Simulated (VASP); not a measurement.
# PbO (P4/nmm) in VASP: relaxation of shape and atoms at fixed volume with r2SCAN

Aim: the relaxation of shape and atoms at fixed volume of PbO with r2SCAN.

Everything below comes from runs of VASP 6.6.1. Logs are shortened: lines on timing, memory, paths and dates and some standing lists are left out, and cuts for length are marked.

## (1) The cell of the first run

Symmetry: P4/nmm, No. 129, tetragonal system. The conventional cell has a = 3.941 Å, b = 3.941 Å, c = 5.119 Å, α = 90.00°, β = 90.00°, γ = 90.00°. Within 3.0 Å of Pb (site symmetry 4mm) lie 4 O at 2.29 Å. O (site symmetry -4m2) has 4 Pb at 2.29 Å and 4 O at 2.79 Å within 3.0 Å.

## (2) Relaxation of shape and atoms at fixed volume, r2SCAN (19.88 Å³/atom)

POSCAR

```
PbO
1.0
    3.9412895656      0.0000000000      0.0000000000
    0.0000000000      3.9412895656      0.0000000000
    0.0000000000      0.0000000000      5.1194760855
Pb O
2 2
Direct
    0.0000000000      0.5000000000      0.2292965980
    0.5000000000      0.0000000000      0.7707034020
    0.0000000000      0.0000000000      0.0000000000
    0.5000000000      0.5000000000      0.0000000000
```

INCAR.step1

```
PREC     = Accurate       # precision mode
ENCUT    = 600            # plane-wave cutoff, eV
ISMEAR   = 0              # smearing method
SIGMA    = 0.02           # smearing width, eV
LREAL    = F              # projectors in reciprocal space
LASPH    = T              # aspherical terms in the spheres
NELM     = 80             # most SCF steps
GGA      = PE             # functional
ALGO     = Normal         # electronic algorithm
EDIFF    = 1E-4           # SCF threshold, eV
LWAVE    = T              # write WAVECAR
LCHARG   = F              # write CHGCAR
```

INCAR.step2

```
PREC     = Accurate       # precision mode
ENCUT    = 600            # plane-wave cutoff, eV
EDIFF    = 1E-6           # SCF threshold, eV
ISMEAR   = 0              # smearing method
SIGMA    = 0.02           # smearing width, eV
LREAL    = F              # projectors in reciprocal space
LASPH    = T              # aspherical terms in the spheres
NELM     = 80             # most SCF steps
ALGO     = Normal         # electronic algorithm
ISIF     = 4              # what is computed and relaxed
LWAVE    = F              # write WAVECAR
LCHARG   = F              # write CHGCAR
METAGGA  = R2SCAN         # meta-GGA
LMIXTAU  = T            
IBRION   = 2              # ionic algorithm
NSW      = 50             # ionic steps
EDIFFG   = -0.01          # ionic threshold
ISTART   = 1
```

KPOINTS

```
Automatic mesh
0
Gamma
  8 8 6
```

Potentials or basis: VASP PAW PBE potentials, release 64 (Pb_d, O).

The run is started by

```console
$ cat potpaw_PBE.64/Pb_d/POTCAR potpaw_PBE.64/O/POTCAR > POTCAR
$ cp INCAR.step1 INCAR
$ mpirun -np 1 vasp_std > vasp.out
$ cp INCAR.step2 INCAR
$ mpirun -np 1 vasp_std > vasp.out
```

OUTCAR:

```text
PREC = Accurate
   ENCUT = 600
   EDIFF = 1E-6
   ISMEAR = 0
   LREAL = F
   LASPH = T
   NELM = 80
   ISIF = 4
   METAGGA = R2SCAN
   IBRION = 2
   NSW = 50
   EDIFFG = -0.01
   ISTART = 1

 ion  position               nearest neighbor table
   1  0.000  0.500  0.229-   3 2.29   4 2.29   3 2.29   4 2.29   2 3.64   2 3.64   2 3.64   2 3.64
                             2 3.93   2 3.93   2 3.93   2 3.93
   2  0.500  0.000  0.771-   3 2.29   4 2.29   4 2.29   3 2.29   1 3.64   1 3.64   1 3.64   1 3.64
                             1 3.93   1 3.93   1 3.93   1 3.93
   3  0.000  0.000  0.000-   1 2.29   2 2.29   1 2.29   2 2.29
   4  0.500  0.500  0.000-   1 2.29   2 2.29   2 2.29   1 2.29

  LATTYP: Found a simple tetragonal cell.
 ALAT       =     3.9412895656
 C/A-ratio  =     1.2989342702

  Lattice vectors:

 A1 = (   3.9412895656,   0.0000000000,   0.0000000000)
 A2 = (   0.0000000000,   3.9412895656,   0.0000000000)
 A3 = (   0.0000000000,   0.0000000000,   5.1194760855)

Analysis of symmetry for initial positions (statically):
=====================================================================
 Subroutine PRICEL returns:
 Original cell was already a primitive cell.

 Routine SETGRP: Setting up the symmetry group for a
 simple tetragonal supercell.

 Subroutine GETGRP returns: Found 16 space group operations
 (whereof  8 operations were pure point group operations)
 out of a pool of 16 trial point group operations.

The static configuration has the point symmetry D_2d.
 The point group associated with its full space group is D_4h.

Analysis of symmetry for dynamics (positions and initial velocities):
=====================================================================
 Subroutine PRICEL returns:
 Original cell was already a primitive cell.

 Routine SETGRP: Setting up the symmetry group for a
 simple tetragonal supercell.

 Subroutine GETGRP returns: Found 16 space group operations
 (whereof  8 operations were pure point group operations)
 out of a pool of 16 trial point group operations.

The dynamic configuration has the point symmetry D_2d.
 The point group associated with its full space group is D_4h.

 Subroutine INISYM returns: Found 16 space group operations
 (whereof  8 operations are pure point group operations),
 and found     1 'primitive' translations

----------------------------------------------------------------------------------------

                                     Primitive cell

  volume of cell :      79.5247

  direct lattice vectors                    reciprocal lattice vectors
     3.941289566  0.000000000  0.000000000     0.253724062  0.000000000  0.000000000
     0.000000000  3.941289566  0.000000000     0.000000000  0.253724062  0.000000000
     0.000000000  0.000000000  5.119476085     0.000000000  0.000000000  0.195332488

  length of vectors
     3.941289566  3.941289566  5.119476085     0.253724062  0.253724062  0.195332488

  position of ions in fractional coordinates (direct lattice)
     0.000000000  0.500000000  0.229296598
     0.500000000  0.000000000  0.770703402
     0.000000000  0.000000000  0.000000000
     0.500000000  0.500000000  0.000000000

  ion indices of the primitive-cell ions
   primitive index   ion index
                 1           1
                 2           2
                 3           3
                 4           4

----------------------------------------------------------------------------------------

 KPOINTS: Automatic mesh

Automatic generation of k-mesh.
 Grid dimensions read from file:
 generate k-points for:    8    8    6

 Generating k-lattice:

  Cartesian coordinates                     Fractional coordinates (reciprocal lattice)
     0.031715508  0.000000000  0.000000000     0.125000000  0.000000000  0.000000000
     0.000000000  0.031715508  0.000000000     0.000000000  0.125000000  0.000000000
     0.000000000  0.000000000  0.032555415     0.000000000  0.000000000  0.166666667

  Length of vectors
     0.031715508  0.031715508  0.032555415

  Shift w.r.t. Gamma in fractional coordinates (k-lattice)
     0.000000000  0.000000000  0.000000000

 Subroutine IBZKPT returns following result:
 ===========================================

 Found     60 irreducible k-points:

 Following reciprocal coordinates:
            Coordinates               Weight
  0.000000  0.000000  0.000000      1.000000
  0.125000  0.000000  0.000000      4.000000
  0.250000  0.000000  0.000000      4.000000
  0.375000  0.000000  0.000000      4.000000
  0.500000  0.000000  0.000000      2.000000
  0.125000  0.125000  0.000000      4.000000
[... 16 lines left out ...]
  0.375000  0.125000  0.166667     16.000000
  0.500000  0.125000  0.166667      8.000000
 [... further k-points ...]
   k-points           NKPTS =     60   k-points in BZ     NKDIM =     60   number of bands    NBANDS=     24
   number of dos      NEDOS =    301   number of ions     NIONS =      4
   total plane-waves  NPLWV =  43008
   dimension x,y,z NGX =    32 NGY =   32 NGZ =   42
   dimension x,y,z NGXF=    64 NGYF=   64 NGZF=   84
   ions per type =               2   2
   NGX,Y,Z   is equivalent  to a cutoff of  13.50, 13.50, 13.64 a.u.
   NGXF,Y,Z  is equivalent  to a cutoff of  27.00, 27.00, 27.28 a.u.
 SYSTEM =  unknown system
   PREC   = accura    normal or accurate (medium, high low for compatibility)
   ISTART =      1    job   : 0-new  1-cont  2-samecut
   ICHARG =      0    charge: 1-file 2-atom 10-const
   ISPIN  =      1    spin polarized calculation?
   LNONCOLLINEAR =      F non collinear calculations
   LSORBIT =      F    spin-orbit coupling
   LASPH  =      T    aspherical Exc in radial PAW
   ENCUT  =  600.0 eV  44.10 Ry    6.64 a.u.   7.87  7.87 10.22*2*pi/ulx,y,z
   NELM   =     80;   NELMIN=  2; NELMDL=  0     # of ELM steps
   EDIFF  = 0.1E-05   stopping-criterion for ELM
   LREAL  =      F    real-space projection
   EDIFFG = -.1E-01   stopping-criterion for IOM
   NSW    =     50    number of steps for IOM
   IBRION =      2    ionic relax: 0-MD 1-quasi-New 2-CG
   NFREE  =      1    steps in history (QN), initial steepest desc. (CG)
   ISIF   =      4    stress and relaxation
   ISYM   =      2    0-nonsym 1-usesym 2-fastsym
   POTIM  = 0.5000    time-step for ionic-motion
   TEBEG  =    0.0;   TEEND  =   0.0 temperature during run
   PSTRESS=    0.0 pullay stress
   NELECT =      40.0000    total number of electrons
   NUPDOWN=      -1.0000    fix difference up-down
   EMIN   =  10.00;   EMAX   =-10.00  energy-range for DOS
   EFERMI =   0.00;   METHOD = LEGACY
   ISMEAR =     0;   SIGMA  =   0.02  broadening in eV -4-tet -1-fermi 0-gaus
   EFERMI_NEDOS =   21; number of points for ismear=-14 and -15
   IALGO  =     38    algorithm
   IMIX   =      4    mixing-type and parameters
     AMIX     =   0.40;   BMIX     =  1.00
     AMIX_MAG =   1.60;   BMIX_MAG =  1.00
  volume/ion in A,a.u.               =      19.88       134.16
  Fermi-wavevector in a.u.,A,eV,Ry     =   1.301949  2.460328 23.062857  1.695072
  Thomas-Fermi vector in A             =   2.433049
   LORBIT       =      0    0 simple, 1 ext, 2 COOP (PROOUT), +10 PAW based schemes
   METAGGA = R2SCAN    functional components
   LHFCALC =     F    Hartree Fock is set to
   AEXX    =    0.0000 exact exchange contribution
   IVDW    =     0    specifies the selected vdW correction
   LEPSILON=     F    determine dielectric tensor
   LRPA    =     F    only Hartree local field effects (RPA)
 conjugate gradient relaxation of ions
 non-spin polarized calculation
 Gauss-broadening in eV      SIGMA  =   0.02
  energy-cutoff  :      600.00
  volume of cell :       79.52
 maximum number of plane-waves:      2674
 NGX is ok and might be reduce to    32
   NGX = 15   NGY = 15   NGZ = 21

--------------------------------------- Ionic step        1  -------------------------------------------

 number of electron      39.9999978 magnetization

 Free energy of the ion-electron system (eV)
  ---------------------------------------------------
  ext. energy  EPLUGINS =         0.00000000
  ---------------------------------------------------
  free energy    TOTEN  =      -129.48212787 eV

  energy without entropy =     -129.48212787  energy(sigma->0) =     -129.48212787

------------------------ aborting loop because EDIFF is reached ----------------------------------------

  FORCE on cell =-STRESS in cart. coord.  units (eV):
  Direction    XX          YY          ZZ          XY          YZ          ZX
  --------------------------------------------------------------------------------------
  -------------------------------------------------------------------------------------
  Total        2.0523622      2.0523622      1.6968359      0.0000000      0.0000000      0.0000000
  in kB       41.3487492     41.3487492     34.1859947      0.0000000      0.0000000      0.0000000
  external PRESSURE =      38.9611644 kB  Pullay stress =       0.0000000 kB
[... 213 lines left out ...]
  energy  without entropy=     -129.5093023686  energy(sigma->0) =     -129.50930237

--------------------------------------- Ionic step        7  -------------------------------------------

 number of electron      39.9999997 magnetization

 Free energy of the ion-electron system (eV)
  ---------------------------------------------------
  ext. energy  EPLUGINS =         0.00000000
  ---------------------------------------------------
  free energy    TOTEN  =      -129.50930816 eV

  energy without entropy =     -129.50930816  energy(sigma->0) =     -129.50930816

 E-fermi :   5.0015     XC(G=0): -10.4545

 val. band max:        4.8789144410   @ k =   0.0000   0.0000   0.0000
 cond. band min:       6.4148539817   @ k =   0.5000   0.5000   0.0000
 fundamental gap:      1.5359395407
 Fermi energy:         5.0014849819

 k-point     1 :       0.0000    0.0000    0.0000
  band No.  band energies     occupation
      1     -14.5192      2.00000
      2     -13.9079      2.00000
      3     -11.6550      2.00000
      4     -11.6550      2.00000
      5     -11.5867      2.00000
      6     -11.5768      2.00000
[... 637 lines left out ...]
     23      11.0511      0.00000
     24      11.0511      0.00000

 [... further k-points ...]

------------------------ aborting loop because EDIFF is reached ----------------------------------------

  FORCE on cell =-STRESS in cart. coord.  units (eV):
  Direction    XX          YY          ZZ          XY          YZ          ZX
  --------------------------------------------------------------------------------------
  -------------------------------------------------------------------------------------
  Total        0.5483740      0.5483740      0.5455224      0.0000000      0.0000000      0.0000000
  in kB       11.0480389     11.0480389     10.9905894      0.0000000      0.0000000      0.0000000
  external PRESSURE =      11.0288891 kB  Pullay stress =       0.0000000 kB
[... 19 lines left out ...]
  FREE ENERGIE OF THE ION-ELECTRON SYSTEM (eV)
  ---------------------------------------------------
  free  energy   TOTEN  =      -129.5093081562 eV

  energy  without entropy=     -129.5093081562  energy(sigma->0) =     -129.50930816

 reached required accuracy - stopping structural energy minimisation
```

Wall time 29 min (1 thread of Oxide Virtual Turin-like, shared host); peak memory 0.26 GiB.

What came out:

* Free energy: -129.5093 eV
* Energy gained by relaxing: 6.8 meV/atom
* Ionic steps: 7
* Pressure after relaxing: 1.1 GPa
* Largest force after relaxing: 0.005 eV/Å
* Band gap on the k mesh: 1.54 eV (least direct gap 2.66 eV)

Forces on the atoms (eV/Å):
```
Pb   0.000  0.000 -0.005
Pb   0.000  0.000  0.005
O    0.000  0.000  0.000
O    0.000  0.000  0.000
```

Step by step:
```
step  energy change (eV)  largest force (eV/Å)  pressure (GPa)  volume (Å³)
   1              0.0000                0.5814            3.90        79.52
   2             -0.0197                0.0776            2.15        79.52
   3             -0.0204                0.0367            1.75        79.52
   4             -0.0238                0.0204            1.58        79.52
   5             -0.0272                0.0104            1.16        79.52
   6             -0.0272                0.0113            1.15        79.52
   7             -0.0272                0.0047            1.10        79.52
```

Final structure:
```
CELL_PARAMETERS angstrom
3.98981 0.00000 0.00000
0.00000 3.98981 0.00000
0.00000 0.00000 4.99572
ATOMIC_POSITIONS crystal
Pb 0.00000 0.50000 0.23731
Pb 0.50000 0.00000 0.76269
O 0.00000 0.00000 0.00000
O 0.50000 0.50000 0.00000
```

Levels at points of the mesh, in eV from the valence-band top:
| k point | band 18 | band 19 | band 20 | band 21 | band 22 | band 23 |
| --- | --- | --- | --- | --- | --- | --- |
| (0.00, 0.00, 0.00) | -1.76 | -1.76 | 0.00 | 2.81 | 5.91 | 6.03 |
| (0.50, 0.00, 0.00) | -3.11 | -1.69 | -1.69 | 3.78 | 3.78 | 7.07 |
| (0.50, 0.50, 0.00) | -1.72 | -1.12 | -1.12 | 1.54 | 1.54 | 5.72 |
| (0.00, 0.00, 0.50) | -1.79 | -1.79 | -0.96 | 2.33 | 4.37 | 4.37 |
| (0.50, 0.00, 0.50) | -3.07 | -1.04 | -1.04 | 3.43 | 3.43 | 6.74 |
| (0.50, 0.50, 0.50) | -2.32 | -1.12 | -1.12 | 3.82 | 3.82 | 5.25 |

Caveat: the PAW data sets were made with another functional, which shifts forces and pressure a little; spin-orbit coupling is left out, which moves the levels of the heavy elements.
